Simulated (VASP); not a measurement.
Crystal: In.

```
In
1.0
    -1.62547    1.62547    2.47370
     1.62547   -1.62547    2.47370
     1.62547    1.62547   -2.47370
In
1
Direct
  0.00000 0.00000 0.00000
```

- Program: VASP 6.6.1
- Task: relaxation of cell and atoms
- Functional: revPBE
- Dispersion: D3(BJ)
- Potentials or basis: VASP PAW PBE potentials, release 64 (In_d)
- Cutoff: 600 eV
- k mesh: 11 × 11 × 11
- Occupations: fermi-dirac, width 0.05 eV
- Spin: no spin polarisation

At the start: pressure -0.7 GPa; volume 26.14 Å³/atom.

Question: Where does the relaxation end?

Answer: Over 8 steps the energy falls by 3.1 meV/atom and the volume is 25.71 Å³/atom (-1.7 %); space group I4/mmm (No. 139, to 0.05 Å).

The path:
| step | energy change (eV) | largest force (eV/Å) | pressure (GPa) | volume (Å³) |
| --- | --- | --- | --- | --- |
| 1 | 0.0000 | 0.0000 | -0.65 | 26.14 |
| 2 | -0.0012 | 0.0000 | 0.00 | 25.74 |
| 3 | -0.0013 | 0.0000 | 0.17 | 25.63 |
| 4 | -0.0020 | 0.0000 | 0.17 | 25.60 |
| 5 | -0.0029 | 0.0000 | 0.23 | 25.56 |
| 6 | -0.0030 | 0.0000 | 0.25 | 25.55 |
| 7 | -0.0031 | 0.0000 | -0.12 | 25.77 |
| 8 | -0.0031 | 0.0000 | 0.00 | 25.71 |

Final structure:
```yaml
crystal:
  lattice:
    - [-1.63583, 1.63583, 2.40182]
    - [1.63583, -1.63583, 2.40182]
    - [1.63583, 1.63583, -2.40182]
  atoms:
    - { symbol: In, position: [0.00000, 0.00000, 0.00000] }
```

Caveat: the PAW data sets were made with another functional, which shifts forces and pressure a little; pairwise dispersion overbinds metals, which lowers pressure and volume.
